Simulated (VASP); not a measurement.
# TaN (P-62m) in VASP: notebook, part 2 of 2

VASP 6.6.1.

**3. Relaxation of volume and atoms at fixed shape, LDA**

This run uses another cell than the first one, of 11.34 Å³/atom.

Contents of INCAR:

```
SYSTEM = TaN
PREC     = Accurate       ! precision mode
ENCUT    = 600            ! plane-wave cutoff, eV
EDIFF    = 1E-7           ! SCF threshold, eV
ISMEAR   = 0              ! smearing method
SIGMA    = 0.05           ! smearing width, eV
LREAL    = .FALSE.        ! projectors in reciprocal space
LASPH    = .TRUE.         ! aspherical terms in the spheres
NELM     = 60             ! most SCF steps
ALGO     = Normal         ! electronic algorithm
ISIF     = 8              ! what is computed and relaxed
LWAVE    = .FALSE.        ! write WAVECAR
LCHARG   = .FALSE.        ! write CHGCAR
GGA      = CA             ! functional
IBRION   = 2              ! ionic algorithm
NSW      = 80             ! ionic steps
EDIFFG   = -0.01          ! ionic threshold
```

Contents of KPOINTS:

```
Automatic mesh
0
G
  6 6 8
  0 0 0
```

Contents of POSCAR:

```
TaN
1.0
    5.1960000000      0.0000000000      0.0000000000
   -2.5980000000      4.4998680000      0.0000000000
    0.0000000000      0.0000000000      2.9110000000
Ta N
3 3
Direct
    0.3333333333      0.6666666667      0.5000000000
    0.6666666667      0.3333333333      0.5000000000
    0.0000000000      0.0000000000      0.0000000000
    0.3928500000      0.0000000000      0.0000000000
    0.6071500000      0.6071500000      0.0000000000
    0.0000000000      0.3928500000      0.0000000000
```

Potentials or basis: VASP PAW LDA potentials, release 64 (Ta_pv, N).

Command:

```
$ cat potpaw_LDA.64/Ta_pv/POTCAR potpaw_LDA.64/N/POTCAR > POTCAR
$ mpirun -np 1 vasp_std > vasp.out
```

OUTCAR:

```text
SYSTEM = TaN
   PREC = Accurate
   ENCUT = 600
   EDIFF = 1E-7
   ISMEAR = 0
   LREAL = .FALSE.
   LASPH = .TRUE.
   NELM = 60
   ISIF = 8
   GGA = CA
   IBRION = 2
   NSW = 80
   EDIFFG = -0.01

 ion  position               nearest neighbor table
   1  0.333  0.667  0.500-   5 2.16   5 2.16   6 2.16   6 2.16   4 2.16   4 2.16   2 3.00   2 3.00
                             2 3.00   3 3.33   3 3.33   3 3.33   3 3.33   3 3.33   3 3.33
   2  0.667  0.333  0.500-   6 2.16   6 2.16   4 2.16   4 2.16   5 2.16   5 2.16   1 3.00   1 3.00
                             1 3.00   3 3.33   3 3.33   3 3.33   3 3.33   3 3.33   3 3.33
   3  0.000  0.000  0.000-   4 2.04   5 2.04   6 2.04   2 3.33   1 3.33   1 3.33   2 3.33   2 3.33
                             2 3.33   1 3.33   1 3.33   2 3.33   2 3.33   1 3.33   1 3.33
   4  0.393  0.000  0.000-   3 2.04   1 2.16   1 2.16   2 2.16   2 2.16
   5  0.607  0.607  0.000-   3 2.04   1 2.16   1 2.16   2 2.16   2 2.16
   6  0.000  0.393  0.000-   3 2.04   2 2.16   2 2.16   1 2.16   1 2.16

  LATTYP: Found a hexagonal cell.
[... 524 lines left out ...]

 val. band max:        8.5771229775   @ k =   0.1667   0.0000   0.0000
 cond. band min:       8.7263769145   @ k =   0.1667   0.0000   0.2500
 fundamental gap:      0.1492539370
 Fermi energy:         8.6425881840

 k-point     1 :       0.0000    0.0000    0.0000
  band No.  band energies     occupation
      1     -27.5623      2.00000
      2     -27.5623      2.00000
      3     -27.1824      2.00000
      4     -27.1824      2.00000
      5     -26.9904      2.00000
      6     -26.8677      2.00000
[... 733 lines left out ...]
     27      10.8898      0.00000
     28      11.0866      0.00000

 [... further k-points ...]

------------------------ aborting loop because EDIFF is reached ----------------------------------------

  FORCE on cell =-STRESS in cart. coord.  units (eV):
  Direction    XX          YY          ZZ          XY          YZ          ZX
  --------------------------------------------------------------------------------------
  -------------------------------------------------------------------------------------
  Total        0.3813900      0.3813900     -0.7724627      0.0000000     -0.0000000      0.0000000
  in kB        9.2099975      9.2099975    -18.6538154      0.0000000     -0.0000000      0.0000000
  external PRESSURE =      -0.0779402 kB  Pullay stress =       0.0000000 kB
[... 21 lines left out ...]
  FREE ENERGIE OF THE ION-ELECTRON SYSTEM (eV)
  ---------------------------------------------------
  free  energy   TOTEN  =       -74.1524772882 eV

  energy  without entropy=      -74.1522400639  energy(sigma->0) =      -74.15235868

 reached required accuracy - stopping structural energy minimisation
```

CONTCAR:

```text
TaN
   1.00000000000000
     5.1519570971665516    0.0000000000000000    0.0000000000000000
    -2.5759785485832758    4.4617257272734143    0.0000000000000000
     0.0000000000000000    0.0000000000000000    2.8863254637898059
  Ta              N
     3     3
Direct
     0.3333333332999970    0.6666666667000030    0.5000000000000000
     0.6666666667000030    0.3333333332999970    0.5000000000000000
     0.0000000000000000    0.0000000000000000    0.0000000000000000
     0.3934405350050517    0.0000000000000000    0.0000000000000000
     0.6065594649949482    0.6065594649949482    0.0000000000000000
     0.0000000000000000    0.3934405350050517    0.0000000000000000

  0.00000000E+00  0.00000000E+00  0.00000000E+00
  0.00000000E+00  0.00000000E+00  0.00000000E+00
  0.00000000E+00  0.00000000E+00  0.00000000E+00
  0.00000000E+00  0.00000000E+00  0.00000000E+00
  0.00000000E+00  0.00000000E+00  0.00000000E+00
  0.00000000E+00  0.00000000E+00  0.00000000E+00
```

Run time: 2.6 min. Hardware: 1 thread of Intel Xeon 6975P-C (Granite Rapids), shared host; peak memory 0.23 GiB.

What came out:

```
Free energy                           : -74.1525 eV
Relaxed volume                        : 11.06 Å³/atom
Relaxed cell                          : a = 5.152 Å, b = 5.152 Å, c = 2.886 Å, α = 90.00°, β = 90.00°, γ = 120.00°
Space group after relaxing (to 0.1 Å) : P-62m (No. 189)
Energy gained by relaxing             : 7.6 meV/atom
Ionic steps                           : 9
Pressure after relaxing               : 0.0 GPa
Band gap on the k mesh                : zero (bands 24 and 25 overlap by 3.17 eV)
```

Stress tensor (GPa, compression positive):
```
 0.92  0.00  0.00
 0.00  0.92  0.00
 0.00  0.00 -1.87
```

Step by step:
| step | energy change (eV) | largest force (eV/Å) | pressure (GPa) | volume (Å³) |
| --- | --- | --- | --- | --- |
| 1 | 0.0000 | 0.0475 | -8.40 | 68.06 |
| 2 | 0.2508 | 0.4125 | 24.96 | 62.37 |
| 3 | -0.0454 | 0.0715 | -0.22 | 66.41 |
| 4 | -0.0454 | 0.0743 | -0.05 | 66.37 |
| 5 | -0.0454 | 0.0769 | 0.13 | 66.34 |
| 6 | -0.0458 | 0.0122 | 0.17 | 66.32 |
| 7 | -0.0458 | 0.0015 | 0.17 | 66.31 |
| 8 | -0.0457 | 0.0069 | -0.37 | 66.42 |
| 9 | -0.0458 | 0.0007 | -0.01 | 66.35 |

Final structure:
```xyz
6
Lattice="5.1520 0.0000 0.0000 -2.5760 4.4617 0.0000 0.0000 0.0000 2.8863" Properties=species:S:1:pos:R:3 pbc="T T T"
Ta    0.0000    2.9745    1.4432
Ta    2.5760    1.4872    1.4432
Ta    0.0000    0.0000    0.0000
N     2.0270    0.0000    0.0000
N     1.5625    2.7063    0.0000
N    -1.0135    1.7554    0.0000
```

Levels at points of the mesh, in eV from the Fermi level:
```tsv
k point	band 22	band 23	band 24	band 25	band 26	band 27
(0.00, 0.00, 0.00)	-3.50	-2.12	-1.12	-1.12	0.37	0.37
(0.50, 0.00, 0.00)	-4.11	-3.04	-2.88	1.09	1.64	1.79
(0.00, 0.00, 0.50)	-3.11	-3.11	1.78	1.78	1.90	2.09
(0.50, 0.00, 0.50)	-3.51	-2.12	-1.18	0.33	1.25	3.17
```

Caveat: spin-orbit coupling is left out, which moves the levels of the heavy elements.
